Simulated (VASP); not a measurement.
# SnO (R-3m) in VASP: single point with r2SCAN

Aim: the single point of SnO with r2SCAN.

All numbers are computed with VASP 6.6.1; they aren't measurements. Logs are shortened: lines on timing, memory, paths and dates and some standing lists are left out, and cuts for length are marked.

**1. The cell of the first run**

It takes space group R-3m (No. 166, trigonal). Conventional cell: a = 3.525 Å, b = 3.525 Å, c = 9.006 Å, α = 90.00°, β = 90.00°, γ = 120.00°. Sn (site symmetry -3m) has 6 O at 2.53 Å within 3.3 Å. O (site symmetry -3m) has 6 Sn at 2.53 Å within 3.3 Å.

**2. Single point, r2SCAN (epitaxial 111 strain -1.7%)**

POSCAR reads:

```
SnO
1.0
    0.0713812461      2.5642111675      2.5642111675
    2.5642111675      0.0713812461      2.5642111675
    2.5642111675      2.5642111675      0.0713812461
Sn O
1 1
Direct
    0.0000000000      0.0000000000      0.0000000000
    0.5000000000      0.5000000000      0.5000000000
```

INCAR.step1 reads:

```
PREC = Accurate
ENCUT = 520
ISMEAR = -1
SIGMA = 0.02
LREAL = False
LASPH = True
NELM = 100
NBANDS = 17
GGA = PE
ALGO = Normal
EDIFF = 1E-4
LWAVE = True
LCHARG = False
```

INCAR.step2 reads:

```
PREC = Accurate
ENCUT = 520
EDIFF = 1E-6
ISMEAR = -1
SIGMA = 0.02
LREAL = False
LASPH = True
NELM = 100
ALGO = Normal
ISIF = 2
LWAVE = False
LCHARG = True
METAGGA = R2SCAN
LMIXTAU = True
LELF = True
LVHAR = True
NBANDS = 17
ISTART = 1
```

KPOINTS reads:

```
regular mesh
0
Gamma
  8 8 8
```

Potentials or basis: VASP PAW PBE potentials, release 64 (Sn_d, O).

Run with:

```sh
$ cat potpaw_PBE.64/Sn_d/POTCAR potpaw_PBE.64/O/POTCAR > POTCAR
$ cp INCAR.step1 INCAR
$ mpirun -np 1 vasp_std > vasp.out
$ cp INCAR.step2 INCAR
$ mpirun -np 1 vasp_std > vasp.out
```

OUTCAR:

```text
PREC = Accurate
   ENCUT = 520
   EDIFF = 1E-6
   ISMEAR = -1
   LREAL = False
   LASPH = True
   NELM = 100
   ISIF = 2
   METAGGA = R2SCAN
   ISTART = 1

 ion  position               nearest neighbor table
   1  0.000  0.000  0.000-   2 2.53   2 2.53   2 2.53   2 2.53   2 2.53   2 2.53
   2  0.500  0.500  0.500-   1 2.53   1 2.53   1 2.53   1 2.53   1 2.53   1 2.53

  LATTYP: Found a trigonal (rhomboedric) cell.
 ALAT       =     3.6270446793
 COS(alpha) =     0.5276330684

  Lattice vectors:

 A1 = (   0.0713812461,   2.5642111675,   2.5642111675)
 A2 = (   2.5642111675,   0.0713812461,   2.5642111675)
 A3 = (   2.5642111675,   2.5642111675,   0.0713812461)

Analysis of symmetry for initial positions (statically):
=====================================================================
 Subroutine PRICEL returns:
 Original cell was already a primitive cell.

 Routine SETGRP: Setting up the symmetry group for a
 trigonal (rhombohedral) supercell.

 Subroutine GETGRP returns: Found 12 space group operations
 (whereof 12 operations were pure point group operations)
 out of a pool of 12 trial point group operations.

The static configuration has the point symmetry D_3d.

Analysis of symmetry for dynamics (positions and initial velocities):
=====================================================================
 Subroutine PRICEL returns:
 Original cell was already a primitive cell.

 Routine SETGRP: Setting up the symmetry group for a
 trigonal (rhombohedral) supercell.

 Subroutine GETGRP returns: Found 12 space group operations
 (whereof 12 operations were pure point group operations)
 out of a pool of 12 trial point group operations.

The dynamic configuration has the point symmetry D_3d.

 Subroutine INISYM returns: Found 12 space group operations
 (whereof 12 operations are pure point group operations),
 and found     1 'primitive' translations

----------------------------------------------------------------------------------------

                                     Primitive cell

  volume of cell :      32.3126

  direct lattice vectors                    reciprocal lattice vectors
     0.071381246  2.564211167  2.564211167    -0.203328689  0.197821823  0.197821823
     2.564211167  0.071381246  2.564211167     0.197821823 -0.203328689  0.197821823
     2.564211167  2.564211167  0.071381246     0.197821823  0.197821823 -0.203328689

  length of vectors
     3.627044679  3.627044679  3.627044679     0.345846069  0.345846069  0.345846069

  position of ions in fractional coordinates (direct lattice)
     0.000000000  0.000000000  0.000000000
     0.500000000  0.500000000  0.500000000

  ion indices of the primitive-cell ions
   primitive index   ion index
                 1           1
                 2           2

----------------------------------------------------------------------------------------

 KPOINTS: regular mesh

Automatic generation of k-mesh.
 Grid dimensions read from file:
 generate k-points for:    8    8    8

 Generating k-lattice:

  Cartesian coordinates                     Fractional coordinates (reciprocal lattice)
    -0.025416086  0.024727728  0.024727728     0.125000000  0.000000000  0.000000000
     0.024727728 -0.025416086  0.024727728     0.000000000  0.125000000  0.000000000
     0.024727728  0.024727728 -0.025416086     0.000000000  0.000000000  0.125000000

  Length of vectors
     0.043230759  0.043230759  0.043230759

  Shift w.r.t. Gamma in fractional coordinates (k-lattice)
     0.000000000  0.000000000  0.000000000

 Subroutine IBZKPT returns following result:
 ===========================================

 Found     65 irreducible k-points:

 Following reciprocal coordinates:
            Coordinates               Weight
  0.000000  0.000000  0.000000      1.000000
  0.125000 -0.000000 -0.000000      6.000000
  0.250000 -0.000000 -0.000000      6.000000
  0.375000  0.000000 -0.000000      6.000000
  0.500000 -0.000000 -0.000000      3.000000
  0.125000  0.125000 -0.000000      6.000000
[... 16 lines left out ...]
  0.250000  0.125000  0.125000      6.000000
  0.375000  0.125000  0.125000      6.000000
 [... further k-points ...]
   k-points           NKPTS =     65   k-points in BZ     NKDIM =     65   number of bands    NBANDS=     17
   number of dos      NEDOS =    301   number of ions     NIONS =      2
   total plane-waves  NPLWV =  21952
   dimension x,y,z NGX =    28 NGY =   28 NGZ =   28
   dimension x,y,z NGXF=    56 NGYF=   56 NGZF=   56
   ions per type =               1   1
   NGX,Y,Z   is equivalent  to a cutoff of  12.83, 12.83, 12.83 a.u.
   NGXF,Y,Z  is equivalent  to a cutoff of  25.67, 25.67, 25.67 a.u.
 SYSTEM =  unknown system
   PREC   = accura    normal or accurate (medium, high low for compatibility)
   ISTART =      1    job   : 0-new  1-cont  2-samecut
   ICHARG =      0    charge: 1-file 2-atom 10-const
   ISPIN  =      1    spin polarized calculation?
   LNONCOLLINEAR =      F non collinear calculations
   LSORBIT =      F    spin-orbit coupling
   LASPH  =      T    aspherical Exc in radial PAW
   ENCUT  =  520.0 eV  38.22 Ry    6.18 a.u.   6.74  6.74  6.74*2*pi/ulx,y,z
   NELM   =    100;   NELMIN=  2; NELMDL=  0     # of ELM steps
   EDIFF  = 0.1E-05   stopping-criterion for ELM
   LREAL  =      F    real-space projection
   EDIFFG = 0.1E-04   stopping-criterion for IOM
   NSW    =      0    number of steps for IOM
   IBRION =     -1    ionic relax: 0-MD 1-quasi-New 2-CG
   NFREE  =      0    steps in history (QN), initial steepest desc. (CG)
   ISIF   =      2    stress and relaxation
   ISYM   =      2    0-nonsym 1-usesym 2-fastsym
   POTIM  = 0.5000    time-step for ionic-motion
   TEBEG  =    0.0;   TEEND  =   0.0 temperature during run
   PSTRESS=    0.0 pullay stress
   NELECT =      20.0000    total number of electrons
   NUPDOWN=      -1.0000    fix difference up-down
   EMIN   =  10.00;   EMAX   =-10.00  energy-range for DOS
   EFERMI =   0.00;   METHOD = LEGACY
   ISMEAR =    -1;   SIGMA  =   0.02  broadening in eV -4-tet -1-fermi 0-gaus
   EFERMI_NEDOS =   21; number of points for ismear=-14 and -15
   IALGO  =     38    algorithm
   IMIX   =      4    mixing-type and parameters
     AMIX     =   0.40;   BMIX     =  1.00
     AMIX_MAG =   1.60;   BMIX_MAG =  1.00
  volume/ion in A,a.u.               =      16.16       109.03
  Fermi-wavevector in a.u.,A,eV,Ry     =   1.395171  2.636491 26.483766  1.946502
  Thomas-Fermi vector in A             =   2.518649
   LORBIT       =      0    0 simple, 1 ext, 2 COOP (PROOUT), +10 PAW based schemes
   METAGGA = R2SCAN    functional components
   LHFCALC =     F    Hartree Fock is set to
   AEXX    =    0.0000 exact exchange contribution
   IVDW    =     0    specifies the selected vdW correction
   LEPSILON=     F    determine dielectric tensor
   LRPA    =     F    only Hartree local field effects (RPA)
 non-spin polarized calculation
  energy-cutoff  :      520.00
  volume of cell :       32.31
 maximum number of plane-waves:       893
   NGX = 13   NGY = 13   NGZ = 13

 number of electron      20.0000006 magnetization

 Free energy of the ion-electron system (eV)
  ---------------------------------------------------
  ext. energy  EPLUGINS =         0.00000000
  ---------------------------------------------------
  free energy    TOTEN  =       -32.24826485 eV

  energy without entropy =      -32.24826485  energy(sigma->0) =      -32.24826485

 E-fermi :   8.1487     XC(G=0): -11.5747

 val. band max:        7.7973930015   @ k =   0.5000   0.5000   0.3750
 cond. band min:       8.4964389769   @ k =  -0.3750   0.1250   0.1250
 fundamental gap:      0.6990459754
 Fermi energy:         8.1487443391

 k-point     1 :       0.0000    0.0000    0.0000
  band No.  band energies     occupation
      1     -14.3733      2.00000
      2     -14.3672      2.00000
      3     -14.3672      2.00000
      4     -14.2964      2.00000
      5     -14.2964      2.00000
      6     -12.0306      2.00000
[... 9 lines left out ...]
     16      18.8647      0.00000
     17      18.9226      0.00000

 k-point     2 :       0.1250   -0.0000   -0.0000
  band No.  band energies     occupation
      1     -14.3677      2.00000
      2     -14.3656      2.00000
      3     -14.3568      2.00000
      4     -14.3000      2.00000
      5     -14.2996      2.00000
      6     -11.9457      2.00000
[... 9 lines left out ...]
     16      19.5485      0.00000
     17      21.9187      0.00000

 k-point     3 :       0.2500   -0.0000   -0.0000
  band No.  band energies     occupation
      1     -14.3703      2.00000
      2     -14.3558      2.00000
      3     -14.3422      2.00000
      4     -14.2984      2.00000
      5     -14.2978      2.00000
      6     -11.7316      2.00000
[... 9 lines left out ...]
     16      20.8210      0.00000
     17      24.1482      0.00000

 k-point     4 :       0.3750    0.0000   -0.0000
  band No.  band energies     occupation
      1     -14.3765      2.00000
      2     -14.3575      2.00000
      3     -14.3470      2.00000
      4     -14.2815      2.00000
      5     -14.2770      2.00000
      6     -11.5030      2.00000
[... 9 lines left out ...]
     16      22.3070      0.00000
     17      23.6840      0.00000
[... 343 lines left out ...]
      1     -14.3716      2.00000
      2     -14.3638      2.00000
      3     -14.3638      2.00000
      4     -14.2965      2.00000
      5     -14.2965      2.00000
      6     -11.9529      2.00000
[... 9 lines left out ...]
     16      19.4113      0.00000
     17      21.1095      0.00000

 k-point    23 :       0.2500    0.1250    0.1250
  band No.  band energies     occupation
      1     -14.3676      2.00000
      2     -14.3612      2.00000
      3     -14.3516      2.00000
      4     -14.3090      2.00000
      5     -14.2945      2.00000
      6     -11.8189      2.00000
[... 9 lines left out ...]
     16      20.4935      0.00000
     17      23.6522      0.00000

 k-point    24 :       0.3750    0.1250    0.1250
  band No.  band energies     occupation
      1     -14.3733      2.00000
      2     -14.3586      2.00000
      3     -14.3340      2.00000
      4     -14.3100      2.00000
      5     -14.2965      2.00000
      6     -11.5779      2.00000
[... 9 lines left out ...]
     16      21.3623      0.00000
     17      24.5194      0.00000

 [... further k-points ...]
[... 5 lines left out ...]
  --------------------------------------------------------------------------------------
  -------------------------------------------------------------------------------------
  Total        0.2204885      0.2204885      0.2204885     -0.0929163     -0.0929163     -0.0929163
  in kB       10.9326231     10.9326231     10.9326231     -4.6071266     -4.6071266     -4.6071266
  external PRESSURE =      10.9326231 kB  Pullay stress =       0.0000000 kB

 VOLUME and BASIS-vectors are now :
 -----------------------------------------------------------------------------
  energy-cutoff  :      520.00
  volume of cell :       32.31
      direct lattice vectors                 reciprocal lattice vectors
     0.071381246  2.564211167  2.564211167    -0.203328689  0.197821823  0.197821823
     2.564211167  0.071381246  2.564211167     0.197821823 -0.203328689  0.197821823
     2.564211167  2.564211167  0.071381246     0.197821823  0.197821823 -0.203328689

 POSITION                                       TOTAL-FORCE (eV/Angst)
 -----------------------------------------------------------------------------------
      0.00000      0.00000      0.00000         0.000000     -0.000000     -0.000000
      2.59990      2.59990      2.59990        -0.000000      0.000000      0.000000
 -----------------------------------------------------------------------------------
    total drift:                                0.000000      0.000000      0.000000

  FREE ENERGIE OF THE ION-ELECTRON SYSTEM (eV)
  ---------------------------------------------------
  free  energy   TOTEN  =       -32.2482648547 eV

  energy  without entropy=      -32.2482648542  energy(sigma->0) =      -32.24826485
```

Run time: 65 s. Hardware: 1 thread of Intel Xeon 6975P-C (Granite Rapids), shared host; peak memory 0.18 GiB.

What came out:

```yaml
Free_energy: -32.2483 eV
Pressure: 1.1 GPa
Band_gap_on_the_k_mesh: 0.70 eV, indirect (least direct gap 0.83 eV)
```

Levels at points of the mesh, in eV from the valence-band top:
| k point | band 6 | band 7 | band 8 | band 9 | band 10 | band 11 | band 12 | band 13 | band 14 | band 15 |
| --- | --- | --- | --- | --- | --- | --- | --- | --- | --- | --- |
| (0.00, 0.00, 0.00) | -19.83 | -6.71 | -3.66 | -3.41 | -3.41 | 8.10 | 8.41 | 8.41 | 10.18 | 11.07 |
| (0.50, 0.00, 0.00) | -19.20 | -8.55 | -3.35 | -3.25 | -0.61 | 0.99 | 4.55 | 4.73 | 10.25 | 14.55 |
| (0.50, 0.50, 0.00) | -18.65 | -6.69 | -4.74 | -4.54 | -4.48 | 3.94 | 5.70 | 6.34 | 6.50 | 14.61 |
| (0.50, 0.50, 0.50) | -19.25 | -8.92 | -3.19 | -3.19 | -0.29 | 0.95 | 5.17 | 5.17 | 10.72 | 14.98 |

Caveat: the cell differs from its parent crystal (epitaxial 111 strain -1.7%); the PAW data sets were made with another functional, which shifts forces and pressure a little; spin-orbit coupling is left out, which moves the levels of the heavy elements.
